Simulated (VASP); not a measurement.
# W (Im-3m) in VASP: further runs

W is run at these levels: PBE; tasks: single point.

Everything below comes from runs of VASP 6.6.1. Logs are shortened: lines on timing, memory, paths and dates and some standing lists are left out, and cuts for length are marked.

**1. The cell of the first run**

Symmetry: Im-3m, No. 229, cubic system. The conventional cell has a = 3.122 Å, b = 3.122 Å, c = 3.122 Å, α = 90.00°, β = 90.00°, γ = 90.00°. W (site symmetry m-3m) has 14 W at 2.70 to 3.12 Å within 3.6 Å.

**2. Single point, PBE**

Contents of INCAR:

```
PREC = Accurate ; ENCUT = 520
EDIFF = 1E-6 ; ISMEAR = -1
SIGMA = 0.05 ; LREAL = F
LASPH = T ; NELM = 80
ALGO = Fast ; ISIF = 2
LWAVE = F ; LCHARG = F
GGA = PE ; NBANDS = 13
```

Contents of KPOINTS:

```
Automatic mesh
0
Gamma
  12 12 12
```

Contents of POSCAR:

```
W
1.0
   -1.5610356367      1.5610356367      1.5610356367
    1.5610356367     -1.5610356367      1.5610356367
    1.5610356367      1.5610356367     -1.5610356367
W
1
Direct
    0.0000000000      0.0000000000      0.0000000000
```

Potentials or basis: VASP PAW PBE potentials, release 64 (W_sv).

On the command line:

```
$ cat potpaw_PBE.64/W_sv/POTCAR > POTCAR
$ mpirun -np 1 vasp_std > vasp.out
```

OUTCAR:

```text
PREC = Accurate
   ENCUT = 520
   EDIFF = 1E-6
   ISMEAR = -1
   LREAL = F
   LASPH = T
   NELM = 80
   ISIF = 2
   GGA = PE

 ion  position               nearest neighbor table
   1  0.000  0.000  0.000-

  LATTYP: Found a body centered cubic cell.
 ALAT       =     3.1220712734

  Lattice vectors:

 A1 = (  -1.5610356367,   1.5610356367,   1.5610356367)
 A2 = (   1.5610356367,  -1.5610356367,   1.5610356367)
 A3 = (   1.5610356367,   1.5610356367,  -1.5610356367)

Analysis of symmetry for initial positions (statically):
=====================================================================
 Subroutine PRICEL returns:
 Original cell was already a primitive cell.

 Routine SETGRP: Setting up the symmetry group for a
 body centered cubic supercell.

 Subroutine GETGRP returns: Found 48 space group operations
 (whereof 48 operations were pure point group operations)
 out of a pool of 48 trial point group operations.

The static configuration has the point symmetry O_h .

Analysis of symmetry for dynamics (positions and initial velocities):
=====================================================================
 Subroutine PRICEL returns:
 Original cell was already a primitive cell.

 Routine SETGRP: Setting up the symmetry group for a
 body centered cubic supercell.

 Subroutine GETGRP returns: Found 48 space group operations
 (whereof 48 operations were pure point group operations)
 out of a pool of 48 trial point group operations.

The dynamic configuration has the point symmetry O_h .

 Subroutine INISYM returns: Found 48 space group operations
 (whereof 48 operations are pure point group operations),
 and found     1 'primitive' translations

----------------------------------------------------------------------------------------

                                     Primitive cell

  volume of cell :      15.2159

  direct lattice vectors                    reciprocal lattice vectors
    -1.561035637  1.561035637  1.561035637     0.000000000  0.320300183  0.320300183
     1.561035637 -1.561035637  1.561035637     0.320300183  0.000000000  0.320300183
     1.561035637  1.561035637 -1.561035637     0.320300183  0.320300183  0.000000000

  length of vectors
     2.703793035  2.703793035  2.703793035     0.452972863  0.452972863  0.452972863

  position of ions in fractional coordinates (direct lattice)
     0.000000000  0.000000000  0.000000000

  ion indices of the primitive-cell ions
   primitive index   ion index
                 1           1

----------------------------------------------------------------------------------------

 KPOINTS: Automatic mesh

Automatic generation of k-mesh.
 Grid dimensions read from file:
 generate k-points for:   12   12   12

 Generating k-lattice:

  Cartesian coordinates                     Fractional coordinates (reciprocal lattice)
     0.000000000  0.026691682  0.026691682     0.083333333  0.000000000  0.000000000
     0.026691682  0.000000000  0.026691682     0.000000000  0.083333333  0.000000000
     0.026691682  0.026691682  0.000000000     0.000000000  0.000000000  0.083333333

  Length of vectors
     0.037747739  0.037747739  0.037747739

  Shift w.r.t. Gamma in fractional coordinates (k-lattice)
     0.000000000  0.000000000  0.000000000

 Subroutine IBZKPT returns following result:
 ===========================================

 Found     72 irreducible k-points:

 Following reciprocal coordinates:
            Coordinates               Weight
  0.000000  0.000000  0.000000      1.000000
  0.083333  0.000000  0.000000     12.000000
  0.166667  0.000000  0.000000     12.000000
  0.250000  0.000000  0.000000     12.000000
  0.333333  0.000000  0.000000     12.000000
  0.416667  0.000000  0.000000     12.000000
[... 16 lines left out ...]
  0.333333  0.083333  0.083333     24.000000
  0.416667  0.083333  0.083333     12.000000
 [... further k-points ...]
   k-points           NKPTS =     72   k-points in BZ     NKDIM =     72   number of bands    NBANDS=     13
   number of dos      NEDOS =    301   number of ions     NIONS =      1
   total plane-waves  NPLWV =   8000
   dimension x,y,z NGX =    20 NGY =   20 NGZ =   20
   dimension x,y,z NGXF=    40 NGYF=   40 NGZF=   40
   ions per type =               1
   NGX,Y,Z   is equivalent  to a cutoff of  12.30, 12.30, 12.30 a.u.
   NGXF,Y,Z  is equivalent  to a cutoff of  24.59, 24.59, 24.59 a.u.
 SYSTEM =  unknown system
   PREC   = accura    normal or accurate (medium, high low for compatibility)
   ISTART =      0    job   : 0-new  1-cont  2-samecut
   ICHARG =      2    charge: 1-file 2-atom 10-const
   ISPIN  =      1    spin polarized calculation?
   LNONCOLLINEAR =      F non collinear calculations
   LSORBIT =      F    spin-orbit coupling
   LASPH  =      T    aspherical Exc in radial PAW
   ENCUT  =  520.0 eV  38.22 Ry    6.18 a.u.   5.03  5.03  5.03*2*pi/ulx,y,z
   NELM   =     80;   NELMIN=  2; NELMDL= -5     # of ELM steps
   EDIFF  = 0.1E-05   stopping-criterion for ELM
   LREAL  =      F    real-space projection
   EDIFFG = 0.1E-04   stopping-criterion for IOM
   NSW    =      0    number of steps for IOM
   IBRION =     -1    ionic relax: 0-MD 1-quasi-New 2-CG
   NFREE  =      0    steps in history (QN), initial steepest desc. (CG)
   ISIF   =      2    stress and relaxation
   ISYM   =      2    0-nonsym 1-usesym 2-fastsym
   POTIM  = 0.5000    time-step for ionic-motion
   TEBEG  =    0.0;   TEEND  =   0.0 temperature during run
   PSTRESS=    0.0 pullay stress
   NELECT =      14.0000    total number of electrons
   NUPDOWN=      -1.0000    fix difference up-down
   EMIN   =  10.00;   EMAX   =-10.00  energy-range for DOS
   EFERMI =   0.00;   METHOD = LEGACY
   ISMEAR =    -1;   SIGMA  =   0.05  broadening in eV -4-tet -1-fermi 0-gaus
   EFERMI_NEDOS =   21; number of points for ismear=-14 and -15
   IALGO  =     68    algorithm
   IMIX   =      4    mixing-type and parameters
     AMIX     =   0.40;   BMIX     =  1.00
     AMIX_MAG =   1.60;   BMIX_MAG =  1.00
  volume/ion in A,a.u.               =      15.22       102.68
  Fermi-wavevector in a.u.,A,eV,Ry     =   1.592275  3.008963 34.495383  2.535339
  Thomas-Fermi vector in A             =   2.690685
   LORBIT       =      0    0 simple, 1 ext, 2 COOP (PROOUT), +10 PAW based schemes
   GGA     = PE    functional components
   LHFCALC =     F    Hartree Fock is set to
   AEXX    =    0.0000 exact exchange contribution
   IVDW    =     0    specifies the selected vdW correction
   LEPSILON=     F    determine dielectric tensor
   LRPA    =     F    only Hartree local field effects (RPA)
 non-spin polarized calculation
 RMM-DIIS sequential band-by-band and
  energy-cutoff  :      520.00
  volume of cell :       15.22
 maximum number of plane-waves:       420
   NGX =  9   NGY =  9   NGZ =  9

 number of electron      14.0000003 magnetization

 Free energy of the ion-electron system (eV)
  ---------------------------------------------------
  ext. energy  EPLUGINS =         0.00000000
  ---------------------------------------------------
  free energy    TOTEN  =       -12.89754508 eV

  energy without entropy =      -12.89235907  energy(sigma->0) =      -12.89495208

 E-fermi :  11.9992     XC(G=0): -13.8732

 val. band max:       11.9696392206   @ k =  -0.1667   0.1667   0.0833
 cond. band min:      12.0082938032   @ k =   0.4167   0.0833   0.0000
 fundamental gap:      0.0386545826
 Fermi energy:        11.9991859598

 k-point     1 :       0.0000    0.0000    0.0000
  band No.  band energies     occupation
      1     -62.0784      2.00000
      2     -25.5752      2.00000
      3     -25.5752      2.00000
      4     -25.5752      2.00000
      5       2.1840      2.00000
      6      10.7505      2.00000
      7      10.7505      2.00000
      8      10.7505      2.00000
      9      14.4084      0.00000
     10      14.4084      0.00000
     11      26.6529      0.00000
     12      26.6529      0.00000
     13      26.6529      0.00000

 k-point     2 :       0.0833    0.0000    0.0000
  band No.  band energies     occupation
      1     -62.0678      2.00000
      2     -25.6826      2.00000
      3     -25.6083      2.00000
      4     -25.5758      2.00000
      5       2.5348      2.00000
      6      10.5359      2.00000
      7      10.6938      2.00000
      8      11.0926      2.00000
      9      14.0811      0.00000
     10      14.4103      0.00000
     11      26.9511      0.00000
     12      27.2482      0.00000
     13      27.5195      0.00000

 k-point     3 :       0.1667    0.0000    0.0000
  band No.  band energies     occupation
      1     -62.0385      2.00000
      2     -25.9689      2.00000
      3     -25.6979      2.00000
      4     -25.5776      2.00000
      5       3.4868      2.00000
      6       9.9989      2.00000
      7      10.4220      2.00000
      8      12.0936      0.26302
      9      13.6620      0.00000
     10      14.4534      0.00000
     11      27.4795      0.00000
     12      28.9195      0.00000
     13      29.2470      0.00000
[... 305 lines left out ...]
 k-point    23 :       0.3333    0.0833    0.0833
  band No.  band energies     occupation
      1     -61.9243      2.00000
      2     -26.8895      2.00000
      3     -26.0732      2.00000
      4     -25.6820      2.00000
      5       6.2547      2.00000
      6       8.3474      2.00000
      7      11.0165      2.00000
      8      14.5640      0.00000
      9      15.2789      0.00000
     10      19.0338      0.00000
     11      23.7271      0.00000
     12      24.9236      0.00000
     13      29.2532      0.00000

 k-point    24 :       0.4167    0.0833    0.0833
  band No.  band energies     occupation
      1     -61.9146      2.00000
      2     -26.9520      2.00000
      3     -26.1203      2.00000
      4     -25.6850      2.00000
      5       6.2013      2.00000
      6       8.2447      2.00000
      7      11.8686      1.86321
      8      14.5909      0.00000
      9      15.4058      0.00000
     10      19.8959      0.00000
     11      22.5661      0.00000
     12      24.4262      0.00000
     13      28.7431      0.00000

 [... further k-points ...]
[... 5 lines left out ...]
  --------------------------------------------------------------------------------------
  -------------------------------------------------------------------------------------
  Total        1.9693054      1.9693054      1.9693054      0.0000000     -0.0000000      0.0000000
  in kB      207.3601070    207.3601070    207.3601070      0.0000000     -0.0000000      0.0000000
  external PRESSURE =     207.3601070 kB  Pullay stress =       0.0000000 kB

 VOLUME and BASIS-vectors are now :
 -----------------------------------------------------------------------------
  energy-cutoff  :      520.00
  volume of cell :       15.22
      direct lattice vectors                 reciprocal lattice vectors
    -1.561035637  1.561035637  1.561035637     0.000000000  0.320300183  0.320300183
     1.561035637 -1.561035637  1.561035637     0.320300183  0.000000000  0.320300183
     1.561035637  1.561035637 -1.561035637     0.320300183  0.320300183  0.000000000

 POSITION                                       TOTAL-FORCE (eV/Angst)
 -----------------------------------------------------------------------------------
      0.00000      0.00000      0.00000         0.000000      0.000000      0.000000
 -----------------------------------------------------------------------------------
    total drift:                                0.000000     -0.000000     -0.000000

  FREE ENERGIE OF THE ION-ELECTRON SYSTEM (eV)
  ---------------------------------------------------
  free  energy   TOTEN  =       -12.8975450816 eV

  energy  without entropy=      -12.8923590726  energy(sigma->0) =      -12.89495208
```

It took 5.5 s on 1 thread of Intel Xeon 6975P-C (Granite Rapids), shared host; peak memory 0.13 GiB.

What came out:

```
Free energy            : -12.8975 eV
Pressure               : 20.7 GPa
Band gap on the k mesh : zero (band 7 reaches 17.52 eV, above the bottom of band 8 at 10.75 eV)
```

Levels at points of the mesh, in eV from the Fermi level:
```
           k point  band 4  band 5  band 6  band 7  band 8  band 9  band 10  band 11
(0.00, 0.00, 0.00)  -37.57   -9.82   -1.25   -1.25   -1.25    2.41     2.41    14.65
(0.50, 0.00, 0.00)  -37.58   -6.50   -3.72    0.88    2.33    3.36     6.58    11.64
(0.50, 0.50, 0.50)  -38.60   -6.13   -6.13    5.52    5.52    5.52     8.64     8.64
```

Caveat: spin-orbit coupling is left out, which moves the levels of the heavy elements.

(Part 1 of 2 ends here.)
